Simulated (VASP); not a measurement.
# Nb3Pb (Pm-3n) in VASP: electric field gradients with PBE

Aim: the electric field gradients of Nb3Pb with PBE.

All numbers are computed with VASP 6.6.1; they aren't measurements. Logs are shortened: lines on timing, memory, paths and dates and some standing lists are left out, and cuts for length are marked.

## (1) The cell of the first run

It takes space group Pm-3n (No. 223, cubic). Conventional cell: a = 5.319 Å, b = 5.319 Å, c = 5.319 Å, α = 90.00°, β = 90.00°, γ = 90.00°. Nb (site symmetry -4m2) has 10 Nb at 2.66 to 3.26 Å and 4 Pb at 2.97 Å within 3.5 Å. Pb (site symmetry m-3) has 12 Nb at 2.97 Å within 3.9 Å.

## (2) Electric field gradients, PBE

Input file INCAR:

```
PREC = Accurate
ENCUT = 520
EDIFF = 1E-8
ISMEAR = -1
SIGMA = 0.05
LREAL = False
LASPH = True
NELM = 80
ALGO = Normal
ISIF = 2
LWAVE = False
LCHARG = False
GGA = PE
LEFG = True
NBANDS = 63
```

Input file KPOINTS:

```
Automatic mesh
0
Gamma
  6 6 6
```

Input file POSCAR:

```
Nb3Pb
1.0
    5.3190000000      0.0000000000      0.0000000000
    0.0000000000      5.3190000000      0.0000000000
    0.0000000000      0.0000000000      5.3190000000
Nb Pb
6 2
Direct
    0.2500000000      0.0000000000      0.5000000000
    0.5000000000      0.7500000000      0.0000000000
    0.7500000000      0.0000000000      0.5000000000
    0.5000000000      0.2500000000      0.0000000000
    0.0000000000      0.5000000000      0.7500000000
    0.0000000000      0.5000000000      0.2500000000
    0.0000000000      0.0000000000      0.0000000000
    0.5000000000      0.5000000000      0.5000000000
```

Potentials or basis: VASP PAW PBE potentials, release 64 (Nb_sv, Pb_d).

Started as:

```sh
> cat potpaw_PBE.64/Nb_sv/POTCAR potpaw_PBE.64/Pb_d/POTCAR > POTCAR
> mpirun -np 1 vasp_std > vasp.out
```

OUTCAR:

```text
PREC = Accurate
   ENCUT = 520
   EDIFF = 1E-8
   ISMEAR = -1
   LREAL = False
   LASPH = True
   NELM = 80
   ISIF = 2
   GGA = PE

 ion  position               nearest neighbor table
   1  0.250  0.000  0.500-   3 2.66   3 2.66   8 2.97   7 2.97   8 2.97   7 2.97
   2  0.500  0.750  0.000-   4 2.66   4 2.66   8 2.97   8 2.97   7 2.97   7 2.97
   3  0.750  0.000  0.500-   1 2.66   1 2.66   8 2.97   7 2.97   8 2.97   7 2.97
   4  0.500  0.250  0.000-   2 2.66   2 2.66   8 2.97   8 2.97   7 2.97   7 2.97
   5  0.000  0.500  0.750-   6 2.66   6 2.66   8 2.97   7 2.97   7 2.97   8 2.97
   6  0.000  0.500  0.250-   5 2.66   5 2.66   8 2.97   7 2.97   7 2.97   8 2.97
   7  0.000  0.000  0.000-   1 2.97   2 2.97   3 2.97   4 2.97   5 2.97   6 2.97   1 2.97   3 2.97
                             5 2.97   6 2.97   2 2.97   4 2.97
   8  0.500  0.500  0.500-   1 2.97   2 2.97   3 2.97   4 2.97   5 2.97   6 2.97   2 2.97   4 2.97
                             1 2.97   3 2.97   5 2.97   6 2.97

  LATTYP: Found a simple cubic cell.
 ALAT       =     5.3190000000

  Lattice vectors:

 A1 = (   5.3190000000,   0.0000000000,   0.0000000000)
 A2 = (   0.0000000000,   5.3190000000,   0.0000000000)
 A3 = (   0.0000000000,   0.0000000000,   5.3190000000)

Analysis of symmetry for initial positions (statically):
=====================================================================
 Subroutine PRICEL returns:
 Original cell was already a primitive cell.

 Routine SETGRP: Setting up the symmetry group for a
 simple cubic supercell.

 Subroutine GETGRP returns: Found 48 space group operations
 (whereof 24 operations were pure point group operations)
 out of a pool of 48 trial point group operations.

The static configuration has the point symmetry T_h .
 The point group associated with its full space group is O_h .

Analysis of symmetry for dynamics (positions and initial velocities):
=====================================================================
 Subroutine PRICEL returns:
 Original cell was already a primitive cell.

 Routine SETGRP: Setting up the symmetry group for a
 simple cubic supercell.

 Subroutine GETGRP returns: Found 48 space group operations
 (whereof 24 operations were pure point group operations)
 out of a pool of 48 trial point group operations.

The dynamic configuration has the point symmetry T_h .
 The point group associated with its full space group is O_h .

 Subroutine INISYM returns: Found 48 space group operations
 (whereof 24 operations are pure point group operations),
 and found     1 'primitive' translations

----------------------------------------------------------------------------------------

                                     Primitive cell

  volume of cell :     150.4839

  direct lattice vectors                    reciprocal lattice vectors
     5.319000000  0.000000000  0.000000000     0.188005264  0.000000000  0.000000000
     0.000000000  5.319000000  0.000000000     0.000000000  0.188005264  0.000000000
     0.000000000  0.000000000  5.319000000     0.000000000  0.000000000  0.188005264

  length of vectors
     5.319000000  5.319000000  5.319000000     0.188005264  0.188005264  0.188005264

  position of ions in fractional coordinates (direct lattice)
     0.250000000  0.000000000  0.500000000
     0.500000000  0.750000000  0.000000000
     0.750000000  0.000000000  0.500000000
     0.500000000  0.250000000  0.000000000
     0.000000000  0.500000000  0.750000000
     0.000000000  0.500000000  0.250000000
     0.000000000  0.000000000  0.000000000
     0.500000000  0.500000000  0.500000000

  ion indices of the primitive-cell ions
   primitive index   ion index
                 1           1
                 2           2
                 3           3
                 4           4
                 5           5
                 6           6
[... 72 lines left out ...]
   NSW    =      0    number of steps for IOM
   IBRION =     -1    ionic relax: 0-MD 1-quasi-New 2-CG
   NFREE  =      0    steps in history (QN), initial steepest desc. (CG)
   ISIF   =      2    stress and relaxation
   ISYM   =      2    0-nonsym 1-usesym 2-fastsym
   POTIM  = 0.5000    time-step for ionic-motion
   TEBEG  =    0.0;   TEEND  =   0.0 temperature during run
   PSTRESS=    0.0 pullay stress
   NELECT =     106.0000    total number of electrons
   NUPDOWN=      -1.0000    fix difference up-down
   EMIN   =  10.00;   EMAX   =-10.00  energy-range for DOS
   EFERMI =   0.00;   METHOD = LEGACY
   ISMEAR =    -1;   SIGMA  =   0.05  broadening in eV -4-tet -1-fermi 0-gaus
   EFERMI_NEDOS =   21; number of points for ismear=-14 and -15
   IALGO  =     38    algorithm
   IMIX   =      4    mixing-type and parameters
     AMIX     =   0.40;   BMIX     =  1.00
     AMIX_MAG =   1.60;   BMIX_MAG =  1.00
  volume/ion in A,a.u.               =      18.81       126.94
  Fermi-wavevector in a.u.,A,eV,Ry     =   1.456622  2.752616 28.868120  2.121747
  Thomas-Fermi vector in A             =   2.573518
   LORBIT       =      0    0 simple, 1 ext, 2 COOP (PROOUT), +10 PAW based schemes
   GGA     = PE    functional components
   LHFCALC =     F    Hartree Fock is set to
   AEXX    =    0.0000 exact exchange contribution
   IVDW    =     0    specifies the selected vdW correction
   LEPSILON=     F    determine dielectric tensor
   LRPA    =     F    only Hartree local field effects (RPA)
 non-spin polarized calculation
  energy-cutoff  :      520.00
  volume of cell :      150.48
 maximum number of plane-waves:      4076
 NGX is ok and might be reduce to    40
   NGX = 19   NGY = 19   NGZ = 19

 number of electron     106.0000016 magnetization

 Free energy of the ion-electron system (eV)
  ---------------------------------------------------
  ext. energy  EPLUGINS =         0.00000000
  ---------------------------------------------------
  free energy    TOTEN  =       -67.49191660 eV

  energy without entropy =      -67.39563333  energy(sigma->0) =      -67.44377497

 E-fermi :  11.3645     XC(G=0): -12.3823

 val. band max:       11.3574850575   @ k =   0.5000   0.3333   0.0000
 cond. band min:      11.3828366729   @ k =   0.1667   0.1667   0.0000
 fundamental gap:      0.0253516154
 Fermi energy:        11.3645182148

 k-point     1 :       0.0000    0.0000    0.0000
  band No.  band energies     occupation
      1     -43.2693      2.00000
      2     -43.2024      2.00000
      3     -43.2024      2.00000
      4     -42.9950      2.00000
      5     -42.9950      2.00000
      6     -42.9950      2.00000
[... 1309 lines left out ...]
     62      13.7547      0.00000
     63      13.7548      0.00000

------------------------ aborting loop because EDIFF is reached ----------------------------------------

  FORCE on cell =-STRESS in cart. coord.  units (eV):
  Direction    XX          YY          ZZ          XY          YZ          ZX
  --------------------------------------------------------------------------------------
  -------------------------------------------------------------------------------------
  Total        4.2041972      4.2041972      4.2041972     -0.0000000      0.0000000     -0.0000000
  in kB       44.7614025     44.7614025     44.7614025     -0.0000000      0.0000000     -0.0000000
  external PRESSURE =      44.7614025 kB  Pullay stress =       0.0000000 kB

 VOLUME and BASIS-vectors are now :
 -----------------------------------------------------------------------------
  energy-cutoff  :      520.00
  volume of cell :      150.48
      direct lattice vectors                 reciprocal lattice vectors
     5.319000000  0.000000000  0.000000000     0.188005264  0.000000000  0.000000000
     0.000000000  5.319000000  0.000000000     0.000000000  0.188005264  0.000000000
     0.000000000  0.000000000  5.319000000     0.000000000  0.000000000  0.188005264

 POSITION                                       TOTAL-FORCE (eV/Angst)
 -----------------------------------------------------------------------------------
      1.32975      0.00000      2.65950         0.000000      0.000000      0.000000
      2.65950      3.98925      0.00000        -0.000000      0.000000     -0.000000
      3.98925      0.00000      2.65950        -0.000000     -0.000000     -0.000000
      2.65950      1.32975      0.00000         0.000000     -0.000000      0.000000
      0.00000      2.65950      3.98925        -0.000000      0.000000      0.000000
      0.00000      2.65950      1.32975         0.000000     -0.000000     -0.000000
      0.00000      0.00000      0.00000         0.000000     -0.000000      0.000000
      2.65950      2.65950      2.65950         0.000000     -0.000000      0.000000
 -----------------------------------------------------------------------------------
    total drift:                                0.000000     -0.000000      0.000000

  FREE ENERGIE OF THE ION-ELECTRON SYSTEM (eV)
  ---------------------------------------------------
  free  energy   TOTEN  =       -67.4919166006 eV

  energy  without entropy=      -67.3956333312  energy(sigma->0) =      -67.44377497

 Electric field gradients (V/A^2)
---------------------------------------------------------------------
 ion       V_xx      V_yy      V_zz      V_xy      V_xz      V_yz
---------------------------------------------------------------------
   1      38.469   -19.234   -19.234    -0.000     0.000     0.000
   2     -19.234    38.469   -19.234     0.000     0.000     0.000
   3      38.469   -19.234   -19.234    -0.000     0.000    -0.000
   4     -19.234    38.469   -19.234     0.000     0.000     0.000
   5     -19.234   -19.234    38.469    -0.000    -0.000     0.000
   6     -19.234   -19.234    38.469    -0.000     0.000     0.000
   7      -0.000     0.000    -0.000    -0.000    -0.000     0.000
   8       0.000     0.000    -0.000    -0.000    -0.000    -0.000
---------------------------------------------------------------------

 Electric field gradients after diagonalization (V/A^2)
 (convention: |V_zz| > |V_xx| > |V_yy|)
----------------------------------------------------------------------
 ion       V_xx      V_yy      V_zz     asymmetry (V_yy - V_xx)/ V_zz
----------------------------------------------------------------------
   1     -19.234   -19.234    38.469       0.000
   2     -19.234   -19.234    38.469       0.000
   3     -19.234   -19.234    38.469       0.000
   4     -19.234   -19.234    38.469       0.000
   5     -19.234   -19.234    38.469       0.000
   6     -19.234   -19.234    38.469       0.000
   7       0.000    -0.000    -0.000       1.353
   8      -0.000     0.000     0.000       0.546
----------------------------------------------------------------------

           NMR quadrupolar parameters

 Cq : quadrupolar parameter    Cq=e*Q*V_zz/h
 eta: asymmetry parameters     (V_yy - V_xx)/ V_zz
 Q  : nuclear electric quadrupole moment in mb (millibarn)
----------------------------------------------------------------------
 ion       Cq(MHz)       eta       Q (mb)
----------------------------------------------------------------------
   1       0.093       0.000       1.000
   2       0.093       0.000       1.000
   3       0.093       0.000       1.000
   4       0.093       0.000       1.000
   5       0.093       0.000       1.000
   6       0.093       0.000       1.000
   7      -0.000       1.353       1.000
   8       0.000       0.546       1.000
----------------------------------------------------------------------
```

It took 4.8 min on 1 thread of Intel Xeon 8259CL, shared host; peak memory 0.32 GiB.

What came out:

* Free energy: -67.4919 eV
* Pressure: 4.5 GPa
* Band gap on the k mesh: zero (bands 53 and 54 overlap by 0.59 eV)
* Largest electric field gradient by atom: Nb +38.5; Pb +0.0, -0.0 V/Å²

Electric field gradients, principal values (V/Å²):
```
atom    least   middle  greatest (by size)
1 Nb  -19.234  -19.234              38.469
2 Nb  -19.234  -19.234              38.469
3 Nb  -19.234  -19.234              38.469
4 Nb  -19.234  -19.234              38.469
5 Nb  -19.234  -19.234              38.469
6 Nb  -19.234  -19.234              38.469
7 Pb    0.000    0.000               0.000
8 Pb    0.000    0.000               0.000
```

Caveat: the cell stands under pressure; without QUAD_EFG the Cq values of the log hold for a quadrupole moment of 1 mb, not for the nuclei; spin-orbit coupling is left out, which moves the levels of the heavy elements.

The gap in the log of VASP goes by the Fermi energy; the results here count the filled bands.